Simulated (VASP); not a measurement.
# Na (Im-3m) in VASP: notebook

The runs below take Na through single point, with PBEsol.

All numbers are computed with VASP 6.6.1; they aren't measurements. Logs are shortened: lines on timing, memory, paths and dates and some standing lists are left out, and cuts for length are marked.

## Step 1: The cell of the first run

Symmetry: Im-3m, No. 229, cubic system. Conventional cell: a = 4.170 Å, b = 4.170 Å, c = 4.170 Å, α = 90.00°, β = 90.00°, γ = 90.00°. Na (site symmetry m-3m) has 14 Na at 3.61 to 4.17 Å within 4.7 Å.

## Step 2: Single point, PBEsol

File INCAR:

```
SYSTEM = Na
PREC = Accurate ; ENCUT = 520
EDIFF = 1E-6 ; ISMEAR = -1
SIGMA = 0.1 ; LREAL = .FALSE.
LASPH = .TRUE. ; NELM = 100
ALGO = Normal ; ISIF = 2
LWAVE = .FALSE. ; LCHARG = .FALSE.
GGA = PS ; NBANDS = 10
```

File KPOINTS:

```
Automatic mesh
0
G
  17 17 17
  0 0 0
```

File POSCAR:

```
Na
1.0
   -2.0847913414      2.0847913414      2.0847913414
    2.0847913414     -2.0847913414      2.0847913414
    2.0847913414      2.0847913414     -2.0847913414
Na
1
Direct
    0.0000000000      0.0000000000      0.0000000000
```

Potentials or basis: VASP PAW PBE potentials, release 64 (Na_pv).

The run is started by

```bash
> cat potpaw_PBE.64/Na_pv/POTCAR > POTCAR
> mpirun -np 1 vasp_std > vasp.out
```

OUTCAR:

```text
SYSTEM = Na
   PREC = Accurate
   ENCUT = 520
   EDIFF = 1E-6
   ISMEAR = -1
   LREAL = .FALSE.
   LASPH = .TRUE.
   NELM = 100
   ISIF = 2
   GGA = PS

 ion  position               nearest neighbor table
   1  0.000  0.000  0.000-

  LATTYP: Found a body centered cubic cell.
 ALAT       =     4.1695826828

  Lattice vectors:

 A1 = (  -2.0847913414,   2.0847913414,   2.0847913414)
 A2 = (   2.0847913414,  -2.0847913414,   2.0847913414)
 A3 = (   2.0847913414,   2.0847913414,  -2.0847913414)

Analysis of symmetry for initial positions (statically):
=====================================================================
 Subroutine PRICEL returns:
 Original cell was already a primitive cell.

 Routine SETGRP: Setting up the symmetry group for a
 body centered cubic supercell.

 Subroutine GETGRP returns: Found 48 space group operations
 (whereof 48 operations were pure point group operations)
 out of a pool of 48 trial point group operations.

The static configuration has the point symmetry O_h .

Analysis of symmetry for dynamics (positions and initial velocities):
=====================================================================
 Subroutine PRICEL returns:
 Original cell was already a primitive cell.

 Routine SETGRP: Setting up the symmetry group for a
 body centered cubic supercell.

 Subroutine GETGRP returns: Found 48 space group operations
 (whereof 48 operations were pure point group operations)
 out of a pool of 48 trial point group operations.

The dynamic configuration has the point symmetry O_h .

 Subroutine INISYM returns: Found 48 space group operations
 (whereof 48 operations are pure point group operations),
 and found     1 'primitive' translations

----------------------------------------------------------------------------------------

                                     Primitive cell

  volume of cell :      36.2450

  direct lattice vectors                    reciprocal lattice vectors
    -2.084791341  2.084791341  2.084791341     0.000000000  0.239832155  0.239832155
     2.084791341 -2.084791341  2.084791341     0.239832155  0.000000000  0.239832155
     2.084791341  2.084791341 -2.084791341     0.239832155  0.239832155  0.000000000

  length of vectors
     3.610964526  3.610964526  3.610964526     0.339173886  0.339173886  0.339173886

  position of ions in fractional coordinates (direct lattice)
     0.000000000  0.000000000  0.000000000

  ion indices of the primitive-cell ions
   primitive index   ion index
                 1           1

----------------------------------------------------------------------------------------

 KPOINTS: Automatic mesh

Automatic generation of k-mesh.
 Grid dimensions read from file:
 generate k-points for:   17   17   17

 Generating k-lattice:

  Cartesian coordinates                     Fractional coordinates (reciprocal lattice)
     0.000000000  0.014107774  0.014107774     0.058823529  0.000000000  0.000000000
     0.014107774  0.000000000  0.014107774     0.000000000  0.058823529  0.000000000
     0.014107774  0.014107774  0.000000000     0.000000000  0.000000000  0.058823529

  Length of vectors
     0.019951405  0.019951405  0.019951405

  Shift w.r.t. Gamma in fractional coordinates (k-lattice)
     0.000000000  0.000000000  0.000000000

 Subroutine IBZKPT returns following result:
 ===========================================

 Found    165 irreducible k-points:

 Following reciprocal coordinates:
            Coordinates               Weight
  0.000000  0.000000  0.000000      1.000000
  0.058824  0.000000  0.000000     12.000000
  0.117647  0.000000  0.000000     12.000000
  0.176471  0.000000  0.000000     12.000000
  0.235294  0.000000  0.000000     12.000000
  0.294118  0.000000  0.000000     12.000000
[... 16 lines left out ...]
  0.411765  0.117647 -0.000000     48.000000
  0.176471  0.176471  0.000000     24.000000
 [... further k-points ...]
   k-points           NKPTS =    165   k-points in BZ     NKDIM =    165   number of bands    NBANDS=     10
   number of dos      NEDOS =    301   number of ions     NIONS =      1
   total plane-waves  NPLWV =  21952
   dimension x,y,z NGX =    28 NGY =   28 NGZ =   28
   dimension x,y,z NGXF=    56 NGYF=   56 NGZF=   56
   ions per type =               1
   NGX,Y,Z   is equivalent  to a cutoff of  12.89, 12.89, 12.89 a.u.
   NGXF,Y,Z  is equivalent  to a cutoff of  25.78, 25.78, 25.78 a.u.
 SYSTEM =  Na
   PREC   = accura    normal or accurate (medium, high low for compatibility)
   ISTART =      0    job   : 0-new  1-cont  2-samecut
   ICHARG =      2    charge: 1-file 2-atom 10-const
   ISPIN  =      1    spin polarized calculation?
   LNONCOLLINEAR =      F non collinear calculations
   LSORBIT =      F    spin-orbit coupling
   LASPH  =      T    aspherical Exc in radial PAW
   ENCUT  =  520.0 eV  38.22 Ry    6.18 a.u.   6.71  6.71  6.71*2*pi/ulx,y,z
   NELM   =    100;   NELMIN=  2; NELMDL= -5     # of ELM steps
   EDIFF  = 0.1E-05   stopping-criterion for ELM
   LREAL  =      F    real-space projection
   EDIFFG = 0.1E-04   stopping-criterion for IOM
   NSW    =      0    number of steps for IOM
   IBRION =     -1    ionic relax: 0-MD 1-quasi-New 2-CG
   NFREE  =      0    steps in history (QN), initial steepest desc. (CG)
   ISIF   =      2    stress and relaxation
   ISYM   =      2    0-nonsym 1-usesym 2-fastsym
   POTIM  = 0.5000    time-step for ionic-motion
   TEBEG  =    0.0;   TEEND  =   0.0 temperature during run
   PSTRESS=    0.0 pullay stress
   NELECT =       7.0000    total number of electrons
   NUPDOWN=      -1.0000    fix difference up-down
   EMIN   =  10.00;   EMAX   =-10.00  energy-range for DOS
   EFERMI =   0.00;   METHOD = LEGACY
   ISMEAR =    -1;   SIGMA  =   0.10  broadening in eV -4-tet -1-fermi 0-gaus
   EFERMI_NEDOS =   21; number of points for ismear=-14 and -15
   IALGO  =     38    algorithm
   IMIX   =      4    mixing-type and parameters
     AMIX     =   0.40;   BMIX     =  1.00
     AMIX_MAG =   1.60;   BMIX_MAG =  1.00
  volume/ion in A,a.u.               =      36.24       244.59
  Fermi-wavevector in a.u.,A,eV,Ry     =   0.946291  1.788232 12.183575  0.895468
  Thomas-Fermi vector in A             =   2.074275
   LORBIT       =      0    0 simple, 1 ext, 2 COOP (PROOUT), +10 PAW based schemes
   GGA     = PS    functional components
   LHFCALC =     F    Hartree Fock is set to
   AEXX    =    0.0000 exact exchange contribution
   IVDW    =     0    specifies the selected vdW correction
   LEPSILON=     F    determine dielectric tensor
   LRPA    =     F    only Hartree local field effects (RPA)
 non-spin polarized calculation
  energy-cutoff  :      520.00
  volume of cell :       36.24
 maximum number of plane-waves:       992
   NGX = 13   NGY = 13   NGZ = 13

 number of electron       6.9999995 magnetization

 Free energy of the ion-electron system (eV)
  ---------------------------------------------------
  ext. energy  EPLUGINS =         0.00000000
  ---------------------------------------------------
  free energy    TOTEN  =        -1.40687617 eV

  energy without entropy =       -1.39113571  energy(sigma->0) =       -1.39900594

 E-fermi :   0.3741     XC(G=0):  -6.5609

 val. band max:        0.3431122520   @ k =  -0.3529   0.4118   0.1765
 cond. band min:       0.4518097403   @ k =   0.4118   0.0588   0.0000
 fundamental gap:      0.1086974883
 Fermi energy:         0.3740950466

 k-point     1 :       0.0000    0.0000    0.0000
  band No.  band energies     occupation
      1     -24.3975      2.00000
      2     -24.3975      2.00000
      3     -24.3975      2.00000
      4      -2.9556      2.00000
      5      12.2490      0.00000
      6      12.2491      0.00000
      7      12.2491      0.00000
      8      13.2674      0.00000
      9      13.2674      0.00000
     10      13.8190      0.00000

 k-point     2 :       0.0588    0.0000    0.0000
  band No.  band energies     occupation
      1     -24.3989      2.00000
      2     -24.3980      2.00000
      3     -24.3975      2.00000
      4      -2.8936      2.00000
      5      11.3675      0.00000
      6      11.8094      0.00000
      7      12.0025      0.00000
      8      12.6922      0.00000
      9      12.7869      0.00000
     10      14.1431      0.00000

 k-point     3 :       0.1176    0.0000    0.0000
  band No.  band energies     occupation
      1     -24.4027      2.00000
      2     -24.3992      2.00000
      3     -24.3975      2.00000
      4      -2.7081      2.00000
      5       9.8187      0.00000
      6      11.0933      0.00000
      7      11.5163      0.00000
      8      11.9775      0.00000
      9      12.5733      0.00000
     10      14.2638      0.00000

 k-point     4 :       0.1765    0.0000    0.0000
  band No.  band energies     occupation
      1     -24.4085      2.00000
      2     -24.4012      2.00000
      3     -24.3975      2.00000
      4      -2.4005      2.00000
      5       8.2795      0.00000
      6      10.4218      0.00000
      7      11.0213      0.00000
      8      11.3494      0.00000
      9      12.2778      0.00000
     10      14.4464      0.00000

 k-point     5 :       0.2353    0.0000    0.0000
  band No.  band energies     occupation
      1     -24.4154      2.00000
      2     -24.4035      2.00000
      3     -24.3975      2.00000
      4      -1.9731      2.00000
      5       6.8160      0.00000
      6       9.8470      0.00000
      7      10.5859      0.00000
      8      10.8235      0.00000
      9      11.9165      0.00000
     10      14.7978      0.00000

 k-point     6 :       0.2941    0.0000    0.0000
  band No.  band energies     occupation
      1     -24.4225      2.00000
      2     -24.4059      2.00000
      3     -24.3975      2.00000
      4      -1.4288      2.00000
      5       5.4418      0.00000
      6       9.3819      0.00000
      7      10.2304      0.00000
      8      10.4029      0.00000
      9      11.5602      0.00000
     10      15.2614      0.00000

 k-point     7 :       0.3529    0.0000    0.0000
  band No.  band energies     occupation
      1     -24.4289      2.00000
      2     -24.4081      2.00000
      3     -24.3975      2.00000
      4      -0.7716      1.99998
      5       4.1627      0.00000
      6       9.0310      0.00000
      7       9.9616      0.00000
      8      10.0878      0.00000
      9      11.2603      0.00000
     10      15.7434      0.00000

 k-point     8 :       0.4118    0.0000    0.0000
  band No.  band energies     occupation
      1     -24.4337      2.00000
      2     -24.4097      2.00000
      3     -24.3975      2.00000
      4      -0.0079      1.95708
      5       2.9850      0.00000
      6       8.7964      0.00000
      7       9.7818      0.00000
      8       9.8781      0.00000
      9      11.0470      0.00000
     10      16.2581      0.00000

 k-point     9 :       0.4706    0.0000    0.0000
  band No.  band energies     occupation
      1     -24.4363      2.00000
      2     -24.4106      2.00000
      3     -24.3975      2.00000
      4       0.8336      0.01999
      5       1.9366      0.00000
      6       8.6789      0.00000
      7       9.6919      0.00000
      8       9.7733      0.00000
      9      10.9366      0.00000
     10      16.6878      0.00000
[... 118 lines left out ...]
 k-point    19 :       0.1765    0.1176    0.0000
  band No.  band energies     occupation
      1     -24.4174      2.00000
      2     -24.4035      2.00000
      3     -24.3991      2.00000
      4      -1.7910      2.00000
      5       6.8968      0.00000
      6       8.0307      0.00000
      7      10.1033      0.00000
      8      11.7398      0.00000
      9      12.9425      0.00000
     10      14.2379      0.00000

 k-point    20 :       0.2353    0.1176    0.0000
  band No.  band energies     occupation
      1     -24.4233      2.00000
      2     -24.4063      2.00000
      3     -24.3992      2.00000
      4      -1.2487      2.00000
      5       5.5719      0.00000
      6       7.5515      0.00000
      7       9.6967      0.00000
      8      11.4039      0.00000
      9      13.1064      0.00000
     10      14.1047      0.00000

 k-point    21 :       0.2941    0.1176    0.0000
  band No.  band energies     occupation
      1     -24.4286      2.00000
      2     -24.4089      2.00000
      3     -24.3993      2.00000
      4      -0.5940      1.99988
      5       4.3135      0.00000
      6       7.2049      0.00000
      7       9.3853      0.00000
      8      11.1143      0.00000
      9      13.0843      0.00000
     10      14.3717      0.00000

 k-point    22 :       0.3529    0.1176    0.0000
  band No.  band energies     occupation
      1     -24.4325      2.00000
      2     -24.4110      2.00000
      3     -24.3993      2.00000
      4       0.1666      1.77691
      5       3.1471      0.00000
      6       6.9760      0.00000
      7       9.1750      0.00000
      8      10.9115      0.00000
      9      12.9712      0.00000
     10      14.9023      0.00000

 k-point    23 :       0.4118    0.1176   -0.0000
  band No.  band energies     occupation
      1     -24.4346      2.00000
      2     -24.4121      2.00000
      3     -24.3993      2.00000
      4       1.0027      0.00372
      5       2.1075      0.00000
      6       6.8620      0.00000
      7       9.0691      0.00000
      8      10.8081      0.00000
      9      12.8966      0.00000
     10      15.4458      0.00000

 k-point    24 :       0.1765    0.1765    0.0000
  band No.  band energies     occupation
      1     -24.4223      2.00000
      2     -24.4058      2.00000
      3     -24.4000      2.00000
      4      -1.3087      2.00000
      5       6.1457      0.00000
      6       6.9006      0.00000
      7       9.6409      0.00000
      8      11.8976      0.00000
      9      12.8900      0.00000
     10      15.2375      0.00000

 [... further k-points ...]
[... 5 lines left out ...]
  --------------------------------------------------------------------------------------
  -------------------------------------------------------------------------------------
  Total        0.0007896      0.0007896      0.0007896     -0.0000000      0.0000000     -0.0000000
  in kB        0.0349041      0.0349041      0.0349041     -0.0000000      0.0000000     -0.0000000
  external PRESSURE =       0.0349041 kB  Pullay stress =       0.0000000 kB

 VOLUME and BASIS-vectors are now :
 -----------------------------------------------------------------------------
  energy-cutoff  :      520.00
  volume of cell :       36.24
      direct lattice vectors                 reciprocal lattice vectors
    -2.084791341  2.084791341  2.084791341     0.000000000  0.239832155  0.239832155
     2.084791341 -2.084791341  2.084791341     0.239832155  0.000000000  0.239832155
     2.084791341  2.084791341 -2.084791341     0.239832155  0.239832155  0.000000000

 POSITION                                       TOTAL-FORCE (eV/Angst)
 -----------------------------------------------------------------------------------
      0.00000      0.00000      0.00000        -0.000000     -0.000000      0.000000
 -----------------------------------------------------------------------------------
    total drift:                               -0.000000     -0.000000     -0.000000

  FREE ENERGIE OF THE ION-ELECTRON SYSTEM (eV)
  ---------------------------------------------------
  free  energy   TOTEN  =        -1.4068761713 eV

  energy  without entropy=       -1.3911357118  energy(sigma->0) =       -1.39900594
```

Wall time 30 s (1 thread of Intel Xeon Platinum 8488C (Sapphire Rapids), shared host); peak memory 0.18 GiB.

What came out:

- Free energy: -1.4069 eV
- Pressure: 0.0 GPa

Caveat: the PAW data sets were made with another functional, which shifts forces and pressure a little.

## Step 3: Single point, PBEsol

File INCAR:

```
PREC     = Accurate       # precision mode
ENCUT    = 520            # plane-wave cutoff, eV
EDIFF    = 1E-6           # SCF threshold, eV
ISMEAR   = -1             # smearing method
SIGMA    = 0.1            # smearing width, eV
LREAL    = F              # projectors in reciprocal space
LASPH    = T              # aspherical terms in the spheres
NELM     = 80             # most SCF steps
ALGO     = Normal         # electronic algorithm
ISIF     = 2              # what is computed and relaxed
LWAVE    = F              # write WAVECAR
LCHARG   = T              # write CHGCAR
GGA      = PS             # functional
LELF     = T              # ELF
LVHAR    = T            
NBANDS   = 10             # bands
```

File KPOINTS:

```
Automatic mesh
0
Gamma
  17 17 17
```

POSCAR is that of step 2.

Potentials or basis: VASP PAW PBE potentials, release 64 (Na_pv).

The run is started by

```bash
> cat potpaw_PBE.64/Na_pv/POTCAR > POTCAR
> mpirun -np 1 vasp_std > vasp.out
```

It took 37 s on 1 thread of Intel Xeon Platinum 8488C (Sapphire Rapids), shared host; peak memory 0.18 GiB.

Results (log left out):

| Item | Value |
| --- | --- |
| Free energy | -1.4069 eV |
| Pressure | 0.0 GPa |

Levels at points of the mesh, in eV from the Fermi level:
| k point | band 1 | band 2 | band 3 | band 4 | band 5 | band 6 | band 7 | band 8 | band 9 |
| --- | --- | --- | --- | --- | --- | --- | --- | --- | --- |
| (0.00, 0.00, 0.00) | -24.77 | -24.77 | -24.77 | -3.33 | 11.87 | 11.88 | 11.88 | 12.89 | 12.89 |

Caveat: the PAW data sets were made with another functional, which shifts forces and pressure a little.
